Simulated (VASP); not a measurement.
# CoSi3 (Fm-3m) in VASP: further runs

Runs on CoSi3. Level: PBEsol. Tasks: single point.

Program: VASP 6.6.1. These are calculated values, not measurements. Logs are shortened: lines on timing, memory, paths and dates and some standing lists are left out, and cuts for length are marked.

### 1 The cell of the first run

Symmetry: Fm-3m, No. 225, cubic system. Conventional cell: a = 5.952 Å, b = 5.952 Å, c = 5.952 Å, α = 90.00°, β = 90.00°, γ = 90.00°. Si (site symmetry -43m) has 10 Si at 2.58 to 2.98 Å and 4 Co at 2.58 Å within 3.4 Å. Si (site symmetry m-3m) has 8 Si at 2.58 Å and 6 Co at 2.98 Å within 3.4 Å. Co (site symmetry m-3m) has 14 Si at 2.58 to 2.98 Å within 3.4 Å.

### 2 Single point, PBEsol

INCAR reads:

```
SYSTEM = CoSi3
ALGO     = Normal         ! electronic algorithm
EDIFF    = 1E-6           ! SCF threshold, eV
ENCUT    = 520            ! plane-wave cutoff, eV
GGA      = PS             ! functional
ISIF     = 2              ! what is computed and relaxed
ISMEAR   = 0              ! smearing method
LASPH    = .True.         ! aspherical terms in the spheres
LCHARG   = .False.        ! write CHGCAR
LREAL    = .False.        ! projectors in reciprocal space
LWAVE    = .False.        ! write WAVECAR
NBANDS   = 18             ! bands
NELM     = 100            ! most SCF steps
PREC     = Accurate       ! precision mode
SIGMA    = 0.1            ! smearing width, eV
```

KPOINTS reads:

```
k-points
0
Gamma
  12 12 12
  0 0 0
```

POSCAR reads:

```
CoSi3
1.0
    0.0000000000      2.9759724507      2.9759724507
    2.9759724507      0.0000000000      2.9759724507
    2.9759724507      2.9759724507      0.0000000000
Si Co
3 1
Direct
    0.2500000000      0.2500000000      0.2500000000
    0.7500000000      0.7500000000      0.7500000000
    0.5000000000      0.5000000000      0.5000000000
    0.0000000000      0.0000000000      0.0000000000
```

Potentials or basis: VASP PAW PBE potentials, release 64 (Si, Co).

Launch:

```bash
$ cat potpaw_PBE.64/Si/POTCAR potpaw_PBE.64/Co/POTCAR > POTCAR
$ mpirun -np 1 vasp_std > vasp.out
```

OUTCAR:

```text
SYSTEM = CoSi3
   EDIFF = 1E-6
   ENCUT = 520
   GGA = PS
   ISIF = 2
   ISMEAR = 0
   LASPH = .True.
   LREAL = .False.
   NELM = 100
   PREC = Accurate

 ion  position               nearest neighbor table
   1  0.250  0.250  0.250-   4 2.58   4 2.58   4 2.58   3 2.58   3 2.58   3 2.58   4 2.58   3 2.58
                             2 2.98   2 2.98   2 2.98   2 2.98   2 2.98   2 2.98
   2  0.750  0.750  0.750-   3 2.58   3 2.58   3 2.58   4 2.58   4 2.58   4 2.58   4 2.58   3 2.58
                             1 2.98   1 2.98   1 2.98   1 2.98   1 2.98   1 2.98
   3  0.500  0.500  0.500-   1 2.58   1 2.58   1 2.58   2 2.58   2 2.58   2 2.58   2 2.58   1 2.58
                             4 2.98   4 2.98   4 2.98   4 2.98   4 2.98   4 2.98
   4  0.000  0.000  0.000-   2 2.58   2 2.58   2 2.58   1 2.58   1 2.58   1 2.58   2 2.58   1 2.58
                             3 2.98   3 2.98   3 2.98   3 2.98   3 2.98   3 2.98

  LATTYP: Found a face centered cubic cell.
 ALAT       =     5.9519449014

  Lattice vectors:

 A1 = (   0.0000000000,   2.9759724507,   2.9759724507)
 A2 = (   2.9759724507,   0.0000000000,   2.9759724507)
 A3 = (   2.9759724507,   2.9759724507,   0.0000000000)

Analysis of symmetry for initial positions (statically):
=====================================================================
 Subroutine PRICEL returns:
 Original cell was already a primitive cell.

 Routine SETGRP: Setting up the symmetry group for a
 face centered cubic supercell.

 Subroutine GETGRP returns: Found 48 space group operations
 (whereof 48 operations were pure point group operations)
 out of a pool of 48 trial point group operations.

The static configuration has the point symmetry O_h .

Analysis of symmetry for dynamics (positions and initial velocities):
=====================================================================
 Subroutine PRICEL returns:
 Original cell was already a primitive cell.

 Routine SETGRP: Setting up the symmetry group for a
 face centered cubic supercell.

 Subroutine GETGRP returns: Found 48 space group operations
 (whereof 48 operations were pure point group operations)
 out of a pool of 48 trial point group operations.

The dynamic configuration has the point symmetry O_h .

 Subroutine INISYM returns: Found 48 space group operations
 (whereof 48 operations are pure point group operations),
 and found     1 'primitive' translations

----------------------------------------------------------------------------------------

                                     Primitive cell

  volume of cell :      52.7129

  direct lattice vectors                    reciprocal lattice vectors
     0.000000000  2.975972451  2.975972451    -0.168012308  0.168012308  0.168012308
     2.975972451  0.000000000  2.975972451     0.168012308 -0.168012308  0.168012308
     2.975972451  2.975972451  0.000000000     0.168012308  0.168012308 -0.168012308

  length of vectors
     4.208660601  4.208660601  4.208660601     0.291005854  0.291005854  0.291005854

  position of ions in fractional coordinates (direct lattice)
     0.250000000  0.250000000  0.250000000
     0.750000000  0.750000000  0.750000000
     0.500000000  0.500000000  0.500000000
     0.000000000  0.000000000  0.000000000

  ion indices of the primitive-cell ions
   primitive index   ion index
                 1           1
                 2           2
                 3           3
                 4           4

----------------------------------------------------------------------------------------

 KPOINTS: k-points

Automatic generation of k-mesh.
 Grid dimensions read from file:
 generate k-points for:   12   12   12

 Generating k-lattice:

  Cartesian coordinates                     Fractional coordinates (reciprocal lattice)
    -0.014001026  0.014001026  0.014001026     0.083333333  0.000000000  0.000000000
     0.014001026 -0.014001026  0.014001026     0.000000000  0.083333333  0.000000000
     0.014001026  0.014001026 -0.014001026     0.000000000  0.000000000  0.083333333

  Length of vectors
     0.024250488  0.024250488  0.024250488

  Shift w.r.t. Gamma in fractional coordinates (k-lattice)
     0.000000000  0.000000000  0.000000000

 Subroutine IBZKPT returns following result:
 ===========================================

 Found     72 irreducible k-points:

 Following reciprocal coordinates:
            Coordinates               Weight
  0.000000  0.000000  0.000000      1.000000
  0.083333  0.000000  0.000000      8.000000
  0.166667  0.000000  0.000000      8.000000
  0.250000  0.000000  0.000000      8.000000
  0.333333  0.000000  0.000000      8.000000
  0.416667  0.000000  0.000000      8.000000
[... 16 lines left out ...]
  0.500000  0.166667  0.000000     24.000000
 -0.416667  0.166667  0.000000     24.000000
 [... further k-points ...]
   k-points           NKPTS =     72   k-points in BZ     NKDIM =     72   number of bands    NBANDS=     18
   number of dos      NEDOS =    301   number of ions     NIONS =      4
   total plane-waves  NPLWV =  32768
   dimension x,y,z NGX =    32 NGY =   32 NGZ =   32
   dimension x,y,z NGXF=    64 NGYF=   64 NGZF=   64
   ions per type =               3   1
   NGX,Y,Z   is equivalent  to a cutoff of  12.64, 12.64, 12.64 a.u.
   NGXF,Y,Z  is equivalent  to a cutoff of  25.28, 25.28, 25.28 a.u.
 SYSTEM =  CoSi3
   PREC   = accura    normal or accurate (medium, high low for compatibility)
   ISTART =      0    job   : 0-new  1-cont  2-samecut
   ICHARG =      2    charge: 1-file 2-atom 10-const
   ISPIN  =      1    spin polarized calculation?
   LNONCOLLINEAR =      F non collinear calculations
   LSORBIT =      F    spin-orbit coupling
   LASPH  =      T    aspherical Exc in radial PAW
   ENCUT  =  520.0 eV  38.22 Ry    6.18 a.u.   7.83  7.83  7.83*2*pi/ulx,y,z
   NELM   =    100;   NELMIN=  2; NELMDL= -5     # of ELM steps
   EDIFF  = 0.1E-05   stopping-criterion for ELM
   LREAL  =      F    real-space projection
   EDIFFG = 0.1E-04   stopping-criterion for IOM
   NSW    =      0    number of steps for IOM
   IBRION =     -1    ionic relax: 0-MD 1-quasi-New 2-CG
   NFREE  =      0    steps in history (QN), initial steepest desc. (CG)
   ISIF   =      2    stress and relaxation
   ISYM   =      2    0-nonsym 1-usesym 2-fastsym
   POTIM  = 0.5000    time-step for ionic-motion
   TEBEG  =    0.0;   TEEND  =   0.0 temperature during run
   PSTRESS=    0.0 pullay stress
   NELECT =      21.0000    total number of electrons
   NUPDOWN=      -1.0000    fix difference up-down
   EMIN   =  10.00;   EMAX   =-10.00  energy-range for DOS
   EFERMI =   0.00;   METHOD = LEGACY
   ISMEAR =     0;   SIGMA  =   0.10  broadening in eV -4-tet -1-fermi 0-gaus
   EFERMI_NEDOS =   21; number of points for ismear=-14 and -15
   IALGO  =     38    algorithm
   IMIX   =      4    mixing-type and parameters
     AMIX     =   0.40;   BMIX     =  1.00
     AMIX_MAG =   1.60;   BMIX_MAG =  1.00
  volume/ion in A,a.u.               =      13.18        88.93
  Fermi-wavevector in a.u.,A,eV,Ry     =   1.204599  2.276361 19.742840  1.451058
  Thomas-Fermi vector in A             =   2.340319
   LORBIT       =      0    0 simple, 1 ext, 2 COOP (PROOUT), +10 PAW based schemes
   GGA     = PS    functional components
   LHFCALC =     F    Hartree Fock is set to
   AEXX    =    0.0000 exact exchange contribution
   IVDW    =     0    specifies the selected vdW correction
   LEPSILON=     F    determine dielectric tensor
   LRPA    =     F    only Hartree local field effects (RPA)
 non-spin polarized calculation
 Gauss-broadening in eV      SIGMA  =   0.10
  energy-cutoff  :      520.00
  volume of cell :       52.71
 maximum number of plane-waves:      1435
   NGX = 15   NGY = 15   NGZ = 15

 number of electron      21.0000001 magnetization

 Free energy of the ion-electron system (eV)
  ---------------------------------------------------
  ext. energy  EPLUGINS =         0.00000000
  ---------------------------------------------------
  free energy    TOTEN  =       -24.22414705 eV

  energy without entropy =      -24.20910775  energy(sigma->0) =      -24.21662740

 E-fermi :  10.5349     XC(G=0): -11.8404

 val. band max:       10.5341946911   @ k =   0.2500   0.0000   0.0000
 cond. band min:      10.5382256264   @ k =  -0.3333   0.0833   0.0000
 fundamental gap:      0.0040309353
 Fermi energy:        10.5349023540

 k-point     1 :       0.0000    0.0000    0.0000
  band No.  band energies     occupation
      1      -3.5497      2.00000
      2       6.3444      2.00000
      3       6.3444      2.00000
      4       6.3444      2.00000
      5       7.6179      2.00000
      6       8.4027      2.00000
[... 10 lines left out ...]
     17      12.6049      0.00000
     18      15.4250      0.00000

 k-point     2 :       0.0833    0.0000    0.0000
  band No.  band energies     occupation
      1      -3.4654      2.00000
      2       5.5982      2.00000
      3       6.3133      2.00000
      4       6.3133      2.00000
      5       7.7895      2.00000
      6       8.0312      2.00000
[... 10 lines left out ...]
     17      12.9382      0.00000
     18      15.8789      0.00000

 k-point     3 :       0.1667    0.0000    0.0000
  band No.  band energies     occupation
      1      -3.2135      2.00000
      2       4.3340      2.00000
      3       6.2159      2.00000
      4       6.2159      2.00000
      5       7.2833      2.00000
      6       7.7910      2.00000
[... 10 lines left out ...]
     17      13.7492      0.00000
     18      16.9470      0.00000

 k-point     4 :       0.2500    0.0000    0.0000
  band No.  band energies     occupation
      1      -2.7978      2.00000
      2       3.0137      2.00000
      3       6.0666      2.00000
      4       6.0666      2.00000
      5       6.9115      2.00000
      6       7.7428      2.00000
[... 375 lines left out ...]
      4       5.2668      2.00000
      5       6.2936      2.00000
      6       8.3100      2.00000
[... 10 lines left out ...]
     17      17.2132      0.00000
     18      17.4880      0.00000

 k-point    23 :       0.5000    0.1667    0.0000
  band No.  band energies     occupation
      1      -1.0120      2.00000
      2       0.5817      2.00000
      3       3.9190      2.00000
      4       5.3366      2.00000
      5       6.4106      2.00000
      6       8.4715      2.00000
[... 10 lines left out ...]
     17      16.7310      0.00000
     18      17.2278      0.00000

 k-point    24 :      -0.4167    0.1667    0.0000
  band No.  band energies     occupation
      1      -0.8134      2.00000
      2       0.3383      2.00000
      3       3.7255      2.00000
      4       5.5128      2.00000
      5       6.6612      2.00000
      6       8.0753      2.00000
[... 10 lines left out ...]
     17      17.8515      0.00000
     18      18.6313      0.00000

 [... further k-points ...]
[... 5 lines left out ...]
  --------------------------------------------------------------------------------------
  -------------------------------------------------------------------------------------
  Total       -2.3895675     -2.3895675     -2.3895675      0.0000000      0.0000000      0.0000000
  in kB      -72.6295204    -72.6295204    -72.6295204      0.0000000      0.0000000      0.0000000
  external PRESSURE =     -72.6295204 kB  Pullay stress =       0.0000000 kB

 VOLUME and BASIS-vectors are now :
 -----------------------------------------------------------------------------
  energy-cutoff  :      520.00
  volume of cell :       52.71
      direct lattice vectors                 reciprocal lattice vectors
     0.000000000  2.975972451  2.975972451    -0.168012308  0.168012308  0.168012308
     2.975972451  0.000000000  2.975972451     0.168012308 -0.168012308  0.168012308
     2.975972451  2.975972451  0.000000000     0.168012308  0.168012308 -0.168012308

 POSITION                                       TOTAL-FORCE (eV/Angst)
 -----------------------------------------------------------------------------------
      1.48799      1.48799      1.48799        -0.000000     -0.000000     -0.000000
      4.46396      4.46396      4.46396         0.000000     -0.000000     -0.000000
      2.97597      2.97597      2.97597         0.000000      0.000000      0.000000
      0.00000      0.00000      0.00000         0.000000      0.000000      0.000000
 -----------------------------------------------------------------------------------
    total drift:                                0.000000     -0.000000      0.000000

  FREE ENERGIE OF THE ION-ELECTRON SYSTEM (eV)
  ---------------------------------------------------
  free  energy   TOTEN  =       -24.2241470530 eV

  energy  without entropy=      -24.2091077490  energy(sigma->0) =      -24.21662740
```

Run time: 57 s. Hardware: 1 thread of Intel Xeon Platinum 8259CL at 2.50GHz (Skylake/Cascade Lake), shared host; peak memory 0.21 GiB.

Results:

```
Free energy : -24.2241 eV
Pressure    : -7.3 GPa
```

Levels at points of the mesh, in eV from the Fermi level:
```
           k point  band 7  band 8  band 9  band 10  band 11  band 12  band 13  band 14  band 15  band 16
(0.00, 0.00, 0.00)   -2.13   -2.13   -2.05    -2.05    -0.54     0.95     0.95     0.95     2.07     2.07
(0.50, 0.00, 0.00)   -2.26   -2.26   -1.85    -1.85     0.08     0.08     1.19     4.98     5.40     5.40
(0.50, 0.50, 0.00)   -1.85   -1.85   -1.56    -0.75    -0.10     4.27     4.27     5.37     5.37     5.99
```

Caveat: the PAW data sets were made with another functional, which shifts forces and pressure a little.

### 3 Single point, PBEsol

This run uses another cell than the first one, of 13.92 Å³/atom, 1.057 times its volume.

INCAR reads:

```
PREC = Accurate ; ENCUT = 520
EDIFF = 1E-6 ; ISMEAR = 0
SIGMA = 0.1 ; LREAL = F
LASPH = T ; NELM = 80
ALGO = Normal ; ISIF = 2
LWAVE = F ; LCHARG = F
GGA = PS ; NBANDS = 18
```

KPOINTS reads:

```
regular mesh
0
Gamma
  12 12 12
```

POSCAR reads:

```
CoSi3
1.0
    0.0000000000      3.0310955410      3.0310955410
    3.0310955410      0.0000000000      3.0310955410
    3.0310955410      3.0310955410      0.0000000000
Si Co
3 1
Direct
    0.2500000000      0.2500000000      0.2500000000
    0.7500000000      0.7500000000      0.7500000000
    0.5000000000      0.5000000000      0.5000000000
    0.0000000000      0.0000000000      0.0000000000
```

Potentials or basis: VASP PAW PBE potentials, release 64 (Si, Co).

Launch:

```bash
$ cat potpaw_PBE.64/Si/POTCAR potpaw_PBE.64/Co/POTCAR > POTCAR
$ mpirun -np 1 vasp_std > vasp.out
```

OUTCAR:

```text
PREC = Accurate
   ENCUT = 520
   EDIFF = 1E-6
   ISMEAR = 0
   LREAL = F
   LASPH = T
   NELM = 80
   ISIF = 2
   GGA = PS

 ion  position               nearest neighbor table
   1  0.250  0.250  0.250-   4 2.63   4 2.63   4 2.63   3 2.63   4 2.63   3 2.63   3 2.63   3 2.63
                             2 3.03   2 3.03   2 3.03   2 3.03   2 3.03   2 3.03
   2  0.750  0.750  0.750-   3 2.63   3 2.63   3 2.63   3 2.63   4 2.63   4 2.63   4 2.63   4 2.63
                             1 3.03   1 3.03   1 3.03   1 3.03   1 3.03   1 3.03
[... 710 lines left out ...]
  -------------------------------------------------------------------------------------
  Total       -4.3329846     -4.3329846     -4.3329846      0.0000000     -0.0000000      0.0000000
  in kB     -124.6432753   -124.6432753   -124.6432753      0.0000000     -0.0000000      0.0000000
  external PRESSURE =    -124.6432753 kB  Pullay stress =       0.0000000 kB

 VOLUME and BASIS-vectors are now :
 -----------------------------------------------------------------------------
  energy-cutoff  :      520.00
  volume of cell :       55.70
      direct lattice vectors                 reciprocal lattice vectors
     0.000000000  3.031095541  3.031095541    -0.164956859  0.164956859  0.164956859
     3.031095541  0.000000000  3.031095541     0.164956859 -0.164956859  0.164956859
     3.031095541  3.031095541  0.000000000     0.164956859  0.164956859 -0.164956859

 POSITION                                       TOTAL-FORCE (eV/Angst)
 -----------------------------------------------------------------------------------
      1.51555      1.51555      1.51555         0.000000     -0.000000      0.000000
      4.54664      4.54664      4.54664         0.000000      0.000000     -0.000000
      3.03110      3.03110      3.03110        -0.000000     -0.000000     -0.000000
      0.00000      0.00000      0.00000        -0.000000     -0.000000     -0.000000
 -----------------------------------------------------------------------------------
    total drift:                                0.000000     -0.000000      0.000000

  FREE ENERGIE OF THE ION-ELECTRON SYSTEM (eV)
  ---------------------------------------------------
  free  energy   TOTEN  =       -24.0351787818 eV

  energy  without entropy=      -24.0213828121  energy(sigma->0) =      -24.02828080
```

Wall time 75 s (1 thread of Intel Xeon Platinum 8259CL at 2.50GHz (Skylake/Cascade Lake), shared host); peak memory 0.21 GiB.

What came out:

```yaml
Free_energy: -24.0352 eV
Pressure: -12.5 GPa
```

Caveat: the PAW data sets were made with another functional, which shifts forces and pressure a little. Spin polarisation is off, so any magnetic state and its effect on volume and gap are missing.

### 4 Single point, PBEsol

This run uses another cell than the first one, of 14.92 Å³/atom, 1.132 times its volume.

INCAR reads:

```
SYSTEM = CoSi3
PREC = Accurate
ENCUT = 520
EDIFF = 1E-6
ISMEAR = 0
SIGMA = 0.1
LREAL = .FALSE.
LASPH = .TRUE.
NELM = 80
ALGO = Normal
ISIF = 2
LWAVE = .FALSE.
LCHARG = .TRUE.
GGA = PS
LELF = .TRUE.
LVHAR = .TRUE.
NBANDS = 18
```

KPOINTS reads:

```
Automatic mesh
0
G
  12 12 12
  0 0 0
```

POSCAR reads:

```
CoSi3
1.0
    0.0000000000      3.1016112753      3.1016112753
    3.1016112753      0.0000000000      3.1016112753
    3.1016112753      3.1016112753      0.0000000000
Si Co
3 1
Direct
    0.2500000000      0.2500000000      0.2500000000
    0.7500000000      0.7500000000      0.7500000000
    0.5000000000      0.5000000000      0.5000000000
    0.0000000000      0.0000000000      0.0000000000
```

Launch:

```bash
$ cat potpaw_PBE.64/Si/POTCAR potpaw_PBE.64/Co/POTCAR > POTCAR
$ mpirun -np 1 vasp_std > vasp.out
```

Wall time 85 s (1 thread of Intel Xeon Platinum 8259CL at 2.50GHz (Skylake/Cascade Lake), shared host); peak memory 0.24 GiB.

Results (log left out):

```yaml
Free_energy: -23.6546 eV
Pressure: -17.3 GPa
```

Levels at points of the mesh, in eV from the Fermi level:
| k point | band 7 | band 8 | band 9 | band 10 | band 11 | band 12 | band 13 | band 14 | band 15 | band 16 |
| --- | --- | --- | --- | --- | --- | --- | --- | --- | --- | --- |
| (0.00, 0.00, 0.00) | -1.73 | -1.73 | -1.56 | -1.56 | -1.30 | 0.94 | 0.94 | 0.94 | 2.03 | 2.03 |
| (0.50, 0.00, 0.00) | -1.79 | -1.79 | -1.45 | -1.45 | 0.14 | 0.14 | 0.81 | 4.22 | 4.95 | 5.43 |
| (0.50, 0.50, 0.00) | -1.47 | -1.47 | -1.20 | -0.63 | -0.10 | 3.98 | 3.98 | 5.04 | 5.04 | 5.05 |

Caveat: the PAW data sets were made with another functional, which shifts forces and pressure a little.

### 5 The runs side by side

| cell | gap on the mesh (eV) | pressure (GPa) |
| --- | --- | --- |
| a = 4.209 Å, angles 60.0°, 4 atoms | none | -7.3 |
| a = 4.287 Å, angles 60.0°, 4 atoms | none | -12.5 |
| a = 4.386 Å, angles 60.0°, 4 atoms | none | -17.3 |

Alike in all rows: task single point; level PBEsol; potentials or basis VASP PAW PBE potentials, release 64 (Si, Co); no spin polarisation; k mesh 12 × 12 × 12; cutoff (eV) 520; smearing gaussian 0.1 eV.

Caveats: the PAW data sets were made with another functional, which shifts forces and pressure a little.

Absolute energies hang on the potentials; compare differences alone.
